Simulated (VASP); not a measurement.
# Ga8N7F (a cell with a defect) in VASP: notebook

Ga8N7F (a cell with a defect) is run at these levels: PBEsol, PBEsol+D3(BJ); tasks: single point.

Everything below comes from runs of VASP 6.6.1. Logs are shortened: lines on timing, memory, paths and dates and some standing lists are left out, and cuts for length are marked.

## 1. The cell of the first run

The cell holds a defect, 16 atoms: a = 6.365 Å, b = 5.513 Å, c = 5.186 Å, α = 90.00°, β = 90.00°, γ = 90.00°.

## 2. Single point, PBEsol

INCAR reads:

```
SYSTEM = Ga8N7F
PREC = Accurate
ENCUT = 520
EDIFF = 1E-7
ISMEAR = -1
SIGMA = 0.05
LREAL = Auto
LASPH = .TRUE.
NELM = 60
ALGO = Normal
ISIF = 2
LWAVE = .FALSE.
LCHARG = .FALSE.
GGA = PS
NBANDS = 87
```

KPOINTS reads:

```
Automatic mesh
0
Gamma
  2 2 2
  0.5 0.5 0.5
```

POSCAR reads:

```
Ga8N7F
1.0
    6.3654920000      0.0000000000      0.0000000000
    0.0000000000      5.5126780000      0.0000000000
    0.0000000000      0.0000000000      5.1856180000
Ga N F
8 7 1
Direct
    0.2505830000      0.1748370000      0.5044310000
    0.9947420000      0.6741210000      0.5027300000
    0.7534080000      0.1698180000      0.5023000000
    0.5067380000      0.6482840000      0.5060130000
    0.9916710000      0.3349680000      0.9995600000
    0.5059370000      0.3382460000      0.9945220000
    0.2470700000      0.8320250000      0.9864540000
    0.7558240000      0.8274850000      0.9978920000
    0.9988790000      0.3382160000      0.3920070000
    0.2658550000      0.8462890000      0.3714560000
    0.7402880000      0.8296930000      0.3721970000
    0.2511890000      0.1609530000      0.8774960000
    0.9896030000      0.6608140000      0.8939760000
    0.7540390000      0.1582620000      0.8755100000
    0.4921440000      0.6734970000      0.8729230000
    0.4948270000      0.3404150000      0.3602080000
```

Potentials or basis: VASP PAW PBE potentials, release 64 (Ga_d, N, F).

Started as:

```
> cat potpaw_PBE.64/Ga_d/POTCAR potpaw_PBE.64/N/POTCAR potpaw_PBE.64/F/POTCAR > POTCAR
> mpirun -np 1 vasp_std > vasp.out
```

OUTCAR:

```text
SYSTEM = Ga8N7F
   PREC = Accurate
   ENCUT = 520
   EDIFF = 1E-7
   ISMEAR = -1
   LREAL = Auto
   LASPH = .TRUE.
   NELM = 60
   ISIF = 2
   GGA = PS

 ion  position               nearest neighbor table
   1  0.251  0.175  0.504-   9 1.93  12 1.94  10 1.94  16 1.95
   2  0.995  0.674  0.503-   9 1.94  11 1.95  13 2.03  10 2.08
   3  0.753  0.170  0.502-   9 1.91  14 1.94  11 1.99  16 2.03
   4  0.507  0.648  0.506-  16 1.86  15 1.91  11 1.92  10 2.01
   5  0.992  0.335  1.000-  13 1.88  14 1.91  12 2.01   9 2.04
   6  0.506  0.338  0.995-  16 1.90  15 1.95  14 1.96  12 1.99
[... 8 lines left out ...]
  15  0.492  0.673  0.873-   7 1.88   4 1.91   6 1.95   8 1.99
  16  0.495  0.340  0.360-   4 1.86   6 1.90   1 1.95   3 2.03

  LATTYP: Found a simple orthorhombic cell.
 ALAT       =     5.1856180000
 B/A-ratio  =     1.0630705926
 C/A-ratio  =     1.2275281365

  Lattice vectors:

 A1 = (   0.0000000000,   0.0000000000,  -5.1856180000)
 A2 = (   0.0000000000,   5.5126780000,   0.0000000000)
 A3 = (   6.3654920000,   0.0000000000,   0.0000000000)

Analysis of symmetry for initial positions (statically):
=====================================================================
 Subroutine PRICEL returns:
 Original cell was already a primitive cell.

 Routine SETGRP: Setting up the symmetry group for a
 simple orthorhombic supercell.

 Subroutine GETGRP returns: Found  1 space group operations
 (whereof  1 operations were pure point group operations)
 out of a pool of  8 trial point group operations.

The static configuration has the point symmetry C_1 .

Analysis of symmetry for dynamics (positions and initial velocities):
=====================================================================
 Subroutine PRICEL returns:
 Original cell was already a primitive cell.

 Routine SETGRP: Setting up the symmetry group for a
 simple orthorhombic supercell.

 Subroutine GETGRP returns: Found  1 space group operations
 (whereof  1 operations were pure point group operations)
 out of a pool of  8 trial point group operations.

The dynamic configuration has the point symmetry C_1 .

 Subroutine INISYM returns: Found  1 space group operations
 (whereof  1 operations are pure point group operations),
 and found     1 'primitive' translations

----------------------------------------------------------------------------------------

                                     Primitive cell

  volume of cell :     181.9680

  direct lattice vectors                    reciprocal lattice vectors
     6.365492000  0.000000000  0.000000000     0.157097048  0.000000000  0.000000000
     0.000000000  5.512678000  0.000000000     0.000000000  0.181400038  0.000000000
     0.000000000  0.000000000  5.185618000     0.000000000  0.000000000  0.192841046

  length of vectors
     6.365492000  5.512678000  5.185618000     0.157097048  0.181400038  0.192841046

  position of ions in fractional coordinates (direct lattice)
     0.250583000  0.174837000  0.504431000
     0.994742000  0.674121000  0.502730000
     0.753408000  0.169818000  0.502300000
     0.506738000  0.648284000  0.506013000
     0.991671000  0.334968000  0.999560000
     0.505937000  0.338246000  0.994522000
[... 8 lines left out ...]
     0.492144000  0.673497000  0.872923000
     0.494827000  0.340415000  0.360208000

  ion indices of the primitive-cell ions
   primitive index   ion index
                 1           1
                 2           2
                 3           3
                 4           4
                 5           5
                 6           6
[... 8 lines left out ...]
                15          15
                16          16

----------------------------------------------------------------------------------------

 KPOINTS: Automatic mesh

Automatic generation of k-mesh.
 Grid dimensions read from file:
 generate k-points for:    2    2    2

 Generating k-lattice:

  Cartesian coordinates                     Fractional coordinates (reciprocal lattice)
     0.078548524  0.000000000  0.000000000     0.500000000  0.000000000  0.000000000
     0.000000000  0.090700019  0.000000000     0.000000000  0.500000000  0.000000000
     0.000000000  0.000000000  0.096420523     0.000000000  0.000000000  0.500000000

  Length of vectors
     0.078548524  0.090700019  0.096420523

  Shift w.r.t. Gamma in fractional coordinates (k-lattice)
     0.500000000  0.500000000  0.500000000

 Subroutine IBZKPT returns following result:
 ===========================================

 Found      4 irreducible k-points:

 Following reciprocal coordinates:
            Coordinates               Weight
  0.250000  0.250000  0.250000      2.000000
 -0.250000 -0.250000  0.250000      2.000000
 -0.250000  0.250000 -0.250000      2.000000
  0.250000 -0.250000 -0.250000      2.000000
   k-points           NKPTS =      4   k-points in BZ     NKDIM =      4   number of bands    NBANDS=     87
   number of dos      NEDOS =    301   number of ions     NIONS =     16
   total plane-waves  NPLWV =  80640
   dimension x,y,z NGX =    48 NGY =   42 NGZ =   40
   dimension x,y,z NGXF=    96 NGYF=   84 NGZF=   80
   ions per type =               8   7   1
   NGX,Y,Z   is equivalent  to a cutoff of  12.54, 12.67, 12.82 a.u.
   NGXF,Y,Z  is equivalent  to a cutoff of  25.07, 25.33, 25.65 a.u.
 SYSTEM =  Ga8N7F
   PREC   = accura    normal or accurate (medium, high low for compatibility)
   ISTART =      0    job   : 0-new  1-cont  2-samecut
   ICHARG =      2    charge: 1-file 2-atom 10-const
   ISPIN  =      1    spin polarized calculation?
   LNONCOLLINEAR =      F non collinear calculations
   LSORBIT =      F    spin-orbit coupling
   LASPH  =      T    aspherical Exc in radial PAW
   ENCUT  =  520.0 eV  38.22 Ry    6.18 a.u.  11.84 10.25  9.64*2*pi/ulx,y,z
   NELM   =     60;   NELMIN=  2; NELMDL= -5     # of ELM steps
   EDIFF  = 0.1E-06   stopping-criterion for ELM
   LREAL  =      T    real-space projection
   EDIFFG = 0.1E-05   stopping-criterion for IOM
   NSW    =      0    number of steps for IOM
   IBRION =     -1    ionic relax: 0-MD 1-quasi-New 2-CG
   NFREE  =      0    steps in history (QN), initial steepest desc. (CG)
   ISIF   =      2    stress and relaxation
   ISYM   =      2    0-nonsym 1-usesym 2-fastsym
   POTIM  = 0.5000    time-step for ionic-motion
   TEBEG  =    0.0;   TEEND  =   0.0 temperature during run
   PSTRESS=    0.0 pullay stress
   NELECT =     146.0000    total number of electrons
   NUPDOWN=      -1.0000    fix difference up-down
   EMIN   =  10.00;   EMAX   =-10.00  energy-range for DOS
   EFERMI =   0.00;   METHOD = LEGACY
   ISMEAR =    -1;   SIGMA  =   0.05  broadening in eV -4-tet -1-fermi 0-gaus
   EFERMI_NEDOS =   21; number of points for ismear=-14 and -15
   IALGO  =     38    algorithm
   IMIX   =      4    mixing-type and parameters
     AMIX     =   0.40;   BMIX     =  1.00
     AMIX_MAG =   1.60;   BMIX_MAG =  1.00
  volume/ion in A,a.u.               =      11.37        76.75
  Fermi-wavevector in a.u.,A,eV,Ry     =   1.521227  2.874703 31.485679  2.314132
  Thomas-Fermi vector in A             =   2.629971
   LORBIT       =      0    0 simple, 1 ext, 2 COOP (PROOUT), +10 PAW based schemes
   GGA     = PS    functional components
   LHFCALC =     F    Hartree Fock is set to
   AEXX    =    0.0000 exact exchange contribution
   IVDW    =     0    specifies the selected vdW correction
   LEPSILON=     F    determine dielectric tensor
   LRPA    =     F    only Hartree local field effects (RPA)
 non-spin polarized calculation
  energy-cutoff  :      520.00
  volume of cell :      181.97
 maximum number of plane-waves:      4899
   NGX = 23   NGY = 21   NGZ = 19

 number of electron     146.0000046 magnetization

 Free energy of the ion-electron system (eV)
  ---------------------------------------------------
  ext. energy  EPLUGINS =         0.00000000
  ---------------------------------------------------
  free energy    TOTEN  =       -95.43306073 eV

  energy without entropy =      -95.43305922  energy(sigma->0) =      -95.43305997

 E-fermi :   8.2852     XC(G=0): -11.9538

 val. band max:        7.5794560260   @ k =  -0.2500  -0.2500   0.2500
 cond. band min:       8.9814406461   @ k =   0.2500   0.2500   0.2500
 fundamental gap:      1.4019846200
 Fermi energy:         8.2851658612

 k-point     1 :       0.2500    0.2500    0.2500
  band No.  band energies     occupation
      1     -21.6850      2.00000
      2     -10.3551      2.00000
      3      -9.9650      2.00000
      4      -9.8729      2.00000
      5      -9.7606      2.00000
      6      -9.6910      2.00000
[... 77 lines left out ...]
     84      12.5605      0.00000
     85      12.7802      0.00000

 k-point     2 :      -0.2500   -0.2500    0.2500
  band No.  band energies     occupation
      1     -21.6850      2.00000
      2     -10.3525      2.00000
      3      -9.9672      2.00000
      4      -9.8728      2.00000
      5      -9.7627      2.00000
      6      -9.6891      2.00000
[... 77 lines left out ...]
     84      12.4741      0.00000
     85      12.5736      0.00000

 k-point     3 :      -0.2500    0.2500   -0.2500
  band No.  band energies     occupation
      1     -21.6850      2.00000
      2     -10.3515      2.00000
      3      -9.9511      2.00000
      4      -9.8959      2.00000
      5      -9.7633      2.00000
      6      -9.6768      2.00000
[... 77 lines left out ...]
     84      12.5191      0.00000
     85      12.6879      0.00000

 k-point     4 :       0.2500   -0.2500   -0.2500
  band No.  band energies     occupation
      1     -21.6850      2.00000
      2     -10.3512      2.00000
      3      -9.9561      2.00000
      4      -9.8949      2.00000
      5      -9.7614      2.00000
      6      -9.6779      2.00000
[... 77 lines left out ...]
     84      12.5351      0.00000
     85      12.7629      0.00000
 [bands above 85 left out]

------------------------ aborting loop because EDIFF is reached ----------------------------------------

  FORCE on cell =-STRESS in cart. coord.  units (eV):
  Direction    XX          YY          ZZ          XY          YZ          ZX
  --------------------------------------------------------------------------------------
  -------------------------------------------------------------------------------------
  Total        9.2164435     10.5758163     12.2456590     -0.8969289      0.4307031     -1.1740952
  in kB       81.1481877     93.1170818    107.8195764     -7.8972061      3.7922197    -10.3375770
  external PRESSURE =      94.0282820 kB  Pullay stress =       0.0000000 kB

 VOLUME and BASIS-vectors are now :
 -----------------------------------------------------------------------------
  energy-cutoff  :      520.00
  volume of cell :      181.97
      direct lattice vectors                 reciprocal lattice vectors
     6.365492000  0.000000000  0.000000000     0.157097048  0.000000000  0.000000000
     0.000000000  5.512678000  0.000000000     0.000000000  0.181400038  0.000000000
     0.000000000  0.000000000  5.185618000     0.000000000  0.000000000  0.192841046

 POSITION                                       TOTAL-FORCE (eV/Angst)
 -----------------------------------------------------------------------------------
      1.59508      0.96382      2.61579        -1.806042     -1.448264      0.764682
      6.33202      3.71621      2.60697         0.786926      0.062419     -0.173568
      4.79581      0.93615      2.60474         1.098010     -1.284191      0.513668
      3.22564      3.57378      2.62399        -0.604235      3.920055      0.703948
      6.31247      1.84657      5.18334         1.007194     -0.859567      0.857988
      3.22054      1.86464      5.15721        -0.354853     -0.491446     -3.099625
[... 8 lines left out ...]
      3.13274      3.71277      4.52665         1.022402     -0.674319      0.480438
      3.14982      1.87660      1.86790        -0.286333     -0.907308     -1.049762
 -----------------------------------------------------------------------------------
    total drift:                               -0.007281      0.004773      0.008976

  FREE ENERGIE OF THE ION-ELECTRON SYSTEM (eV)
  ---------------------------------------------------
  free  energy   TOTEN  =       -95.4330607288 eV

  energy  without entropy=      -95.4330592178  energy(sigma->0) =      -95.43305997
```

Run time: 5.1 min. Hardware: 1 thread of AMD EPYC 7R43 (Zen 3), shared host; peak memory 0.25 GiB.

Results:

| Item | Value |
| --- | --- |
| Free energy | -95.4331 eV |
| Pressure | 9.4 GPa |
| Largest force | 4.028 eV/Å |
| Band gap on the k mesh | 1.40 eV |

Forces in eV/Å, atoms in the order of the input:
```
Ga  -1.806 -1.448  0.765
Ga   0.787  0.062 -0.174
Ga   1.098 -1.284  0.514
Ga  -0.604  3.920  0.704
Ga   1.007 -0.860  0.858
Ga  -0.355 -0.491 -3.100
Ga  -0.182  0.122  1.358
Ga  -1.738  0.697  0.688
N    0.523  0.192 -1.046
N   -1.127 -1.025  0.311
N    0.901  0.337  0.414
N   -0.349  1.001  0.407
N    1.376  0.229 -1.576
N   -0.268  0.131  0.447
N    1.022 -0.674  0.480
F   -0.286 -0.907 -1.050
```

Levels at points of the mesh, in eV from the valence-band top:
| k point | band 69 | band 70 | band 71 | band 72 | band 73 | band 74 | band 75 | band 76 | band 77 | band 78 |
| --- | --- | --- | --- | --- | --- | --- | --- | --- | --- | --- |
| (0.25, 0.25, 0.25) | -3.59 | -3.46 | -3.11 | -3.03 | -0.02 | 1.40 | 1.75 | 2.41 | 2.72 | 3.00 |

Caveat: the k points lie up to 0.61 Å⁻¹ apart; the PAW data sets were made with another functional, which shifts forces and pressure a little.

[end of part 1 of 2]
